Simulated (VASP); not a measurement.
Write the native input for VASP 6.6.1 that does the following.

* Task: relaxation of shape and atoms at fixed volume
* Functional: PBE
* Dispersion: D3(BJ)
* Potentials or basis: VASP PAW PBE potentials, release 64 (Sn_d, Se)
* Cutoff: 600 eV
* k mesh: 6 × 6 × 6
* Occupations: gaussian, width 0.02 eV
* Spin: no spin polarisation
* Dipole correction: no
* Further INCAR settings: ALGO = Normal; EDIFF = 1e-06; IBRION = 2; EDIFFG = -0.01; NSW = 50; ISIF = 4

The structure of SnSe lies in POSCAR:

```
SnSe
1.0
    4.0913484594      0.0000000000      0.0000000000
    0.0000000000      4.0913484594      0.0000000000
    0.0000000000      0.0000000000      5.7863043297
Sn Se
2 2
Direct
    0.5000000000      0.0000000000      0.2500887140
    0.0000000000      0.5000000000      0.7499112860
    0.5000000000      0.0000000000      0.7499351865
    0.0000000000      0.5000000000      0.2500648135
```

The input as run:

INCAR

```
ALGO = Normal
EDIFF = 1E-6
EDIFFG = -0.01
ENCUT = 600
GGA = PE
IBRION = 2
ISIF = 4
ISMEAR = 0
IVDW = 12
LASPH = True
LCHARG = False
LREAL = False
LWAVE = False
NELM = 60
NSW = 50
PREC = Accurate
SIGMA = 0.02
```

KPOINTS

```
k-points
0
Gamma
  6 6 6
```

Potentials or basis: VASP PAW PBE potentials, release 64 (Sn_d, Se).

Command:

```sh
$ cat potpaw_PBE.64/Sn_d/POTCAR potpaw_PBE.64/Se/POTCAR > POTCAR
$ mpirun -np 1 vasp_std > vasp.out
```

It gave:

| Quantity | Value |
| --- | --- |
| Pressure after relaxing | 6.2 GPa |
| Band gap on the k mesh | 0.28 eV |
| Dispersion energy per atom | -0.399 eV |

Caveat: the relaxation stopped at its first step, so nothing moved; spin-orbit coupling is left out, which moves the levels of the heavy elements.

It took 39 s on 1 thread of Intel(R) Xeon(R) 6975P-C (Granite Rapids), on a shared host, peak memory 0.31 GiB.
